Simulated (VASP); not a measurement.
# AlN (F-43m) in VASP: notebook

Aim: see how the results for AlN move with the level of theory and the settings. Levels: PBE-based screened hybrid, PBEsol. Tasks: single point.

All numbers are computed with VASP 6.6.1; they aren't measurements. Logs are shortened: lines on timing, memory, paths and dates and some standing lists are left out, and cuts for length are marked.

## Step 1: The cell of the first run

It takes space group F-43m (No. 216, cubic). The conventional cell has a = 4.370 Å, b = 4.370 Å, c = 4.370 Å, α = 90.00°, β = 90.00°, γ = 90.00°. Al (site symmetry -43m) has 4 N at 1.89 Å within 2.5 Å. N (site symmetry -43m) has 4 Al at 1.89 Å within 2.5 Å.

## Step 2: Single point, PBE-based screened hybrid

File POSCAR:

```
AlN
1.0
    0.0000000000      2.1848764208      2.1848764208
    2.1848764208      0.0000000000      2.1848764208
    2.1848764208      2.1848764208      0.0000000000
Al N
1 1
Direct
    0.0000000000      0.0000000000      0.0000000000
    0.2500000000      0.2500000000      0.2500000000
```

File INCAR.step1:

```
ALGO = Normal
EDIFF = 1E-5
ENCUT = 520
GGA = PE
ISIF = 2
ISMEAR = 0
LASPH = T
LCHARG = F
LREAL = F
LWAVE = T
NBANDS = 11
NELM = 100
PREC = Accurate
SIGMA = 0.01
```

File INCAR.step2:

```
AEXX = 0.1
ALGO = Normal
EDIFF = 1E-6
ENCUT = 520
GGA = PE
HFSCREEN = 0.5
ISIF = 2
ISMEAR = 0
ISTART = 1
LASPH = T
LCHARG = F
LHFCALC = T
LREAL = F
LWAVE = F
NBANDS = 11
NELM = 100
PREC = Accurate
PRECFOCK = Normal
SIGMA = 0.01
```

File KPOINTS:

```
k-points
0
Gamma
  4 4 4
```

Potentials or basis: VASP PAW PBE potentials, release 64 (Al, N).

Started as:

```console
cat potpaw_PBE.64/Al/POTCAR potpaw_PBE.64/N/POTCAR > POTCAR
cp INCAR.step1 INCAR
mpirun -np 1 vasp_std > vasp.out
cp INCAR.step2 INCAR
mpirun -np 1 vasp_std > vasp.out
```

OUTCAR:

```text
AEXX = 0.1
   EDIFF = 1E-6
   ENCUT = 520
   GGA = PE
   HFSCREEN = 0.5
   ISIF = 2
   ISMEAR = 0
   ISTART = 1
   LASPH = T
   LHFCALC = T
   LREAL = F
   NELM = 100
   PREC = Accurate
   PRECFOCK = Normal

 ion  position               nearest neighbor table
   1  0.000  0.000  0.000-   2 1.89   2 1.89   2 1.89   2 1.89
   2  0.250  0.250  0.250-   1 1.89   1 1.89   1 1.89   1 1.89

  LATTYP: Found a face centered cubic cell.
 ALAT       =     4.3697528416

  Lattice vectors:

 A1 = (   0.0000000000,   2.1848764208,   2.1848764208)
 A2 = (   2.1848764208,   0.0000000000,   2.1848764208)
 A3 = (   2.1848764208,   2.1848764208,   0.0000000000)

Analysis of symmetry for initial positions (statically):
=====================================================================
 Subroutine PRICEL returns:
 Original cell was already a primitive cell.

 Routine SETGRP: Setting up the symmetry group for a
 face centered cubic supercell.

 Subroutine GETGRP returns: Found 24 space group operations
 (whereof 24 operations were pure point group operations)
 out of a pool of 48 trial point group operations.

The static configuration has the point symmetry T_d .

Analysis of symmetry for dynamics (positions and initial velocities):
=====================================================================
 Subroutine PRICEL returns:
 Original cell was already a primitive cell.

 Routine SETGRP: Setting up the symmetry group for a
 face centered cubic supercell.

 Subroutine GETGRP returns: Found 24 space group operations
 (whereof 24 operations were pure point group operations)
 out of a pool of 48 trial point group operations.

The dynamic configuration has the point symmetry T_d .

 Subroutine INISYM returns: Found 24 space group operations
 (whereof 24 operations are pure point group operations),
 and found     1 'primitive' translations

----------------------------------------------------------------------------------------

                                     Primitive cell

  volume of cell :      20.8598

  direct lattice vectors                    reciprocal lattice vectors
     0.000000000  2.184876421  2.184876421    -0.228845895  0.228845895  0.228845895
     2.184876421  0.000000000  2.184876421     0.228845895 -0.228845895  0.228845895
     2.184876421  2.184876421  0.000000000     0.228845895  0.228845895 -0.228845895

  length of vectors
     3.089881866  3.089881866  3.089881866     0.396372717  0.396372717  0.396372717

  position of ions in fractional coordinates (direct lattice)
     0.000000000  0.000000000  0.000000000
     0.250000000  0.250000000  0.250000000

  ion indices of the primitive-cell ions
   primitive index   ion index
                 1           1
                 2           2

----------------------------------------------------------------------------------------

 KPOINTS: k-points

Automatic generation of k-mesh.
 Grid dimensions read from file:
 generate k-points for:    4    4    4

 Generating k-lattice:

  Cartesian coordinates                     Fractional coordinates (reciprocal lattice)
    -0.057211474  0.057211474  0.057211474     0.250000000  0.000000000  0.000000000
     0.057211474 -0.057211474  0.057211474     0.000000000  0.250000000  0.000000000
     0.057211474  0.057211474 -0.057211474     0.000000000  0.000000000  0.250000000

  Length of vectors
     0.099093179  0.099093179  0.099093179

  Shift w.r.t. Gamma in fractional coordinates (k-lattice)
     0.000000000  0.000000000  0.000000000

 Subroutine IBZKPT returns following result:
 ===========================================

 Found      8 irreducible k-points:

 Following reciprocal coordinates:
            Coordinates               Weight
  0.000000  0.000000  0.000000      1.000000
  0.250000  0.000000  0.000000      8.000000
  0.500000  0.000000  0.000000      4.000000
  0.250000  0.250000  0.000000      6.000000
  0.500000  0.250000  0.000000     24.000000
 -0.250000  0.250000  0.000000     12.000000
  0.500000  0.500000  0.000000      3.000000
 -0.250000  0.500000  0.250000      6.000000
   k-points           NKPTS =      8   k-points in BZ     NKDIM =     64   number of bands    NBANDS=     11
   number of dos      NEDOS =    301   number of ions     NIONS =      2
   total plane-waves  NPLWV =  13824
   dimension x,y,z NGX =    24 NGY =   24 NGZ =   24
   dimension x,y,z NGXF=    48 NGYF=   48 NGZF=   48
   ions per type =               1   1
   NGX,Y,Z   is equivalent  to a cutoff of  12.91, 12.91, 12.91 a.u.
   NGXF,Y,Z  is equivalent  to a cutoff of  25.83, 25.83, 25.83 a.u.
 SYSTEM =  unknown system
   PREC   = accura    normal or accurate (medium, high low for compatibility)
   ISTART =      1    job   : 0-new  1-cont  2-samecut
   ICHARG =      0    charge: 1-file 2-atom 10-const
   ISPIN  =      1    spin polarized calculation?
   LNONCOLLINEAR =      F non collinear calculations
   LSORBIT =      F    spin-orbit coupling
   LASPH  =      T    aspherical Exc in radial PAW
   ENCUT  =  520.0 eV  38.22 Ry    6.18 a.u.   5.75  5.75  5.75*2*pi/ulx,y,z
   NELM   =    100;   NELMIN=  2; NELMDL=  0     # of ELM steps
   EDIFF  = 0.1E-05   stopping-criterion for ELM
   LREAL  =      F    real-space projection
   EDIFFG = 0.1E-04   stopping-criterion for IOM
   NSW    =      0    number of steps for IOM
   IBRION =     -1    ionic relax: 0-MD 1-quasi-New 2-CG
   NFREE  =      0    steps in history (QN), initial steepest desc. (CG)
   ISIF   =      2    stress and relaxation
   ISYM   =      3    0-nonsym 1-usesym 2-fastsym
   POTIM  = 0.5000    time-step for ionic-motion
   TEBEG  =    0.0;   TEEND  =   0.0 temperature during run
   PSTRESS=    0.0 pullay stress
   NELECT =       8.0000    total number of electrons
   NUPDOWN=      -1.0000    fix difference up-down
   EMIN   =  10.00;   EMAX   =-10.00  energy-range for DOS
   EFERMI =   0.00;   METHOD = LEGACY
   ISMEAR =     0;   SIGMA  =   0.01  broadening in eV -4-tet -1-fermi 0-gaus
   EFERMI_NEDOS =   21; number of points for ismear=-14 and -15
   IALGO  =     38    algorithm
   IMIX   =      1    mixing-type and parameters
     AMIX     =   0.40;   BMIX     =  1.00
     AMIX_MAG =   1.60;   BMIX_MAG =  1.00
  volume/ion in A,a.u.               =      10.43        70.38
  Fermi-wavevector in a.u.,A,eV,Ry     =   1.189418  2.247675 19.248378  1.414716
  Thomas-Fermi vector in A             =   2.325526
   LORBIT       =      0    0 simple, 1 ext, 2 COOP (PROOUT), +10 PAW based schemes
   GGA     = PE    functional components
   LHFCALC =     T    Hartree Fock is set to
   PRECFOCK=normal    Normal, Fast or Accurate (Low or Medium for compatibility)
   ENCUT4O =  -1.0   cutoff for four orbital integrals eV
   NKREDX  =     1    reduce k-point grid by
   NKREDY  =     1    reduce k-point grid by
   NKREDZ  =     1    reduce k-point grid by
   AEXX    =    0.1000 exact exchange contribution
   HFSCREEN=    0.5000 screening length (either q_TF or 0.3 A-1)
   HFSCREENC=   0.5000 screening length for correlation (either q_TF or 0.3 A-1)
   ENCUTFOCK=  -1.0 apply spherical cutoff to Coloumb kernel
   IVDW    =     0    specifies the selected vdW correction
   LEPSILON=     F    determine dielectric tensor
   LRPA    =     F    only Hartree local field effects (RPA)
 non-spin polarized calculation
 Gauss-broadening in eV      SIGMA  =   0.01
  energy-cutoff  :      520.00
  volume of cell :       20.86
 maximum number of plane-waves:       588
 NGX is ok and might be reduce to    24
  NGX = 18; NGY = 18; NGZ = 18

 number of electron       8.0000000 magnetization

 Free energy of the ion-electron system (eV)
  ---------------------------------------------------
  ext. energy  EPLUGINS =         0.00000000
  ---------------------------------------------------
  free energy    TOTEN  =       -15.41594295 eV

  energy without entropy =      -15.41594295  energy(sigma->0) =      -15.41594295

 E-fermi :   5.9120     XC(G=0): -10.3237

 val. band max:        5.7736634850   @ k =   0.0000   0.0000   0.0000
 cond. band min:       9.3326590652   @ k =   0.5000   0.5000   0.0000
 fundamental gap:      3.5589955802
 Fermi energy:         5.9120214306

 k-point     1 :       0.0000    0.0000    0.0000
  band No.  band energies     occupation
      1      -9.6942      2.00000
      2       5.7737      2.00000
      3       5.7737      2.00000
      4       5.7737      2.00000
      5      10.2460      0.00000
      6      18.6780      0.00000
      7      18.6780      0.00000
      8      18.6780      0.00000
      9      23.8811      0.00000
     10      23.8811      0.00000
     11      25.2862      0.00000

 k-point     2 :       0.2500    0.0000    0.0000
  band No.  band energies     occupation
      1      -8.8266      2.00000
      2       2.4486      2.00000
      3       5.5093      2.00000
      4       5.5093      2.00000
      5      12.5375      0.00000
      6      17.1104      0.00000
      7      18.4490      0.00000
      8      18.4490      0.00000
      9      22.4447      0.00000
     10      22.4447      0.00000
     11      23.3957      0.00000

 k-point     3 :       0.5000    0.0000    0.0000
  band No.  band energies     occupation
      1      -7.6114      2.00000
      2      -0.2046      2.00000
      3       5.2772      2.00000
      4       5.2772      2.00000
      5      13.4574      0.00000
      6      16.0314      0.00000
      7      17.2486      0.00000
      8      17.2486      0.00000
      9      24.1946      0.00000
     10      26.3706      0.00000
     11      26.3706      0.00000

 k-point     4 :       0.2500    0.2500    0.0000
  band No.  band energies     occupation
      1      -8.5440      2.00000
      2       2.8310      2.00000
      3       4.7670      2.00000
      4       4.7670      2.00000
      5      12.0261      0.00000
      6      16.3475      0.00000
      7      17.6574      0.00000
      8      20.2065      0.00000
      9      20.2065      0.00000
     10      25.7837      0.00000
     11      28.9903      0.00000

 k-point     5 :       0.5000    0.2500    0.0000
  band No.  band energies     occupation
      1      -7.3366      2.00000
      2       0.8978      2.00000
      3       3.3908      2.00000
      4       4.5450      2.00000
      5      11.9418      0.00000
      6      16.1039      0.00000
      7      18.3199      0.00000
      8      19.5930      0.00000
      9      21.8870      0.00000
     10      27.0302      0.00000
     11      29.0894      0.00000

 k-point     6 :      -0.2500    0.2500    0.0000
  band No.  band energies     occupation
      1      -7.7433      2.00000
      2       1.3205      2.00000
      3       3.2382      2.00000
      4       5.2336      2.00000
      5      13.9158      0.00000
      6      15.3558      0.00000
      7      17.8291      0.00000
      8      18.6428      0.00000
      9      22.2078      0.00000
     10      24.9645      0.00000
     11      28.3007      0.00000

 k-point     7 :       0.5000    0.5000    0.0000
  band No.  band energies     occupation
      1      -6.9638      2.00000
      2       0.7565      2.00000
      3       3.9471      2.00000
      4       3.9471      2.00000
      5       9.3327      0.00000
      6      14.6816      0.00000
      7      20.2395      0.00000
      8      21.9904      0.00000
      9      21.9904      0.00000
     10      29.8338      0.00000
     11      30.2947      0.00000

 k-point     8 :      -0.2500    0.5000    0.2500
  band No.  band energies     occupation
      1      -6.9077      2.00000
      2       1.8987      2.00000
      3       2.2606      2.00000
      4       3.0316      2.00000
      5      12.1060      0.00000
      6      17.5667      0.00000
      7      18.1144      0.00000
      8      18.3840      0.00000
      9      23.4901      0.00000
     10      25.1409      0.00000
     11      31.3839      0.00000

------------------------ aborting loop because EDIFF is reached ----------------------------------------

  FORCE on cell =-STRESS in cart. coord.  units (eV):
  Direction    XX          YY          ZZ          XY          YZ          ZX
  --------------------------------------------------------------------------------------
  -------------------------------------------------------------------------------------
  Total        0.3571720      0.3571720      0.3571720     -0.0000000      0.0000000     -0.0000000
  in kB       27.4332527     27.4332527     27.4332527     -0.0000000      0.0000000     -0.0000000
  external PRESSURE =      27.4332527 kB  Pullay stress =       0.0000000 kB

 VOLUME and BASIS-vectors are now :
 -----------------------------------------------------------------------------
  energy-cutoff  :      520.00
  volume of cell :       20.86
      direct lattice vectors                 reciprocal lattice vectors
     0.000000000  2.184876421  2.184876421    -0.228845895  0.228845895  0.228845895
     2.184876421  0.000000000  2.184876421     0.228845895 -0.228845895  0.228845895
     2.184876421  2.184876421  0.000000000     0.228845895  0.228845895 -0.228845895

 POSITION                                       TOTAL-FORCE (eV/Angst)
 -----------------------------------------------------------------------------------
      0.00000      0.00000      0.00000         0.000000      0.000000      0.000000
      1.09244      1.09244      1.09244        -0.000000     -0.000000     -0.000000
 -----------------------------------------------------------------------------------
    total drift:                               -0.000000     -0.000001     -0.000001

  FREE ENERGIE OF THE ION-ELECTRON SYSTEM (eV)
  ---------------------------------------------------
  free  energy   TOTEN  =       -15.4159429486 eV

  energy  without entropy=      -15.4159429486  energy(sigma->0) =      -15.41594295
```

Run time: 80 s. Hardware: 1 thread of Intel Xeon Platinum 8259CL at 2.50GHz (Skylake/Cascade Lake), shared host; peak memory 0.23 GiB.

Results:

* Free energy: -15.4159 eV
* Pressure: 2.7 GPa
* Band gap on the k mesh: 3.56 eV, indirect (least direct gap 4.47 eV)

Caveat: the k points lie up to 0.62 Å⁻¹ apart; the PAW data sets were made with another functional, which shifts forces and pressure a little. A k mesh can miss the band edges.

## Step 3: Single point, PBE-based screened hybrid

POSCAR is that of step 2.

File INCAR.step1:

```
PREC     = Accurate       # precision mode
ENCUT    = 520            # plane-wave cutoff, eV
EDIFF    = 1E-5           # SCF threshold, eV
ISMEAR   = 0              # smearing method
SIGMA    = 0.01           # smearing width, eV
LREAL    = False          # projectors in reciprocal space
LASPH    = True           # aspherical terms in the spheres
NELM     = 80             # most SCF steps
ALGO     = Normal         # electronic algorithm
ISIF     = 2              # what is computed and relaxed
LWAVE    = True           # write WAVECAR
LCHARG   = False          # write CHGCAR
GGA      = PE             # functional
NBANDS   = 11             # bands
```

File INCAR.step2:

```
PREC     = Accurate       # precision mode
ENCUT    = 520            # plane-wave cutoff, eV
EDIFF    = 1E-6           # SCF threshold, eV
ISMEAR   = 0              # smearing method
SIGMA    = 0.01           # smearing width, eV
LREAL    = False          # projectors in reciprocal space
LASPH    = True           # aspherical terms in the spheres
NELM     = 80             # most SCF steps
ALGO     = Normal         # electronic algorithm
ISIF     = 2              # what is computed and relaxed
LWAVE    = False          # write WAVECAR
LCHARG   = False          # write CHGCAR
GGA      = PE             # functional
LHFCALC  = True           # exact exchange
AEXX     = 0.2            # exact-exchange fraction
HFSCREEN = 0.3            # screening, 1/A
PRECFOCK = Normal       
ISTART   = 1            
NBANDS   = 11             # bands
```

File KPOINTS:

```
regular mesh
0
Gamma
  4 4 4
```

Potentials or basis: VASP PAW PBE potentials, release 64 (Al, N).

Started as:

```console
cat potpaw_PBE.64/Al/POTCAR potpaw_PBE.64/N/POTCAR > POTCAR
cp INCAR.step1 INCAR
mpirun -np 1 vasp_std > vasp.out
cp INCAR.step2 INCAR
mpirun -np 1 vasp_std > vasp.out
```

Run time: 86 s. Hardware: 1 thread of Intel Xeon Platinum 8259CL at 2.50GHz (Skylake/Cascade Lake), shared host; peak memory 0.23 GiB.

It converged, with:

```yaml
Free_energy: -16.5528 eV
Pressure: 0.5 GPa
Band_gap_on_the_k_mesh: 4.11 eV, indirect (least direct gap 5.08 eV)
```

Levels at points of the mesh, in eV from the valence-band top:
| k point | band 1 | band 2 | band 3 | band 4 | band 5 | band 6 | band 7 | band 8 |
| --- | --- | --- | --- | --- | --- | --- | --- | --- |
| (0.00, 0.00, 0.00) | -16.12 | 0.00 | 0.00 | 0.00 | 5.08 | 13.65 | 13.65 | 13.65 |
| (0.50, 0.00, 0.00) | -13.97 | -6.20 | -0.52 | -0.52 | 8.35 | 11.05 | 12.19 | 12.19 |
| (0.50, 0.50, 0.00) | -13.30 | -5.21 | -1.91 | -1.91 | 4.11 | 9.56 | 15.42 | 17.15 |

Caveat: the k points lie up to 0.62 Å⁻¹ apart; the PAW data sets were made with another functional, which shifts forces and pressure a little. A k mesh can miss the band edges.

(Part 1 of 2 ends here.)
